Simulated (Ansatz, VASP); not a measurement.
**CdS: VASP beside Ansatz**

```
Cd S
1.0
     3.87703    0.00000    0.00000
    -1.93851    3.35761    0.00000
     0.00000    0.00000    6.47768
Cd S
2 2
Direct
  0.00000 0.00000 0.00000
  0.00000 0.00000 0.50000
  0.33333 0.66667 0.25000
  0.66667 0.33333 0.75000
```

Alike in both runs: task single point; functional PBE; k mesh 6 × 6 × 4; no spin polarisation.

```csv
,VASP,Ansatz
version,VASP 6.6.1,Ansatz 0.2.0
potentials or method,"VASP PAW PBE potentials, release 64 (Cd, S)","plane waves, PAW"
plane-wave cutoff (eV),520,420
occupations,"gaussian, width 0.01 eV",fixed
valence electrons in the cell,36,52
```

VASP gave:

| Quantity | Value |
| --- | --- |
| gap on the k mesh at the Fermi level (eV) | 0.54 |
| pressure (GPa) | 0.4 |

Task: Which values does Ansatz return?

Result: gap on the k mesh at the Fermi level (eV): 0.54; pressure (GPa): 0.0.

VASP's potentials hold 36 valence electrons a cell and Ansatz's 52, so a difference there can come from the potentials and not from the codes.
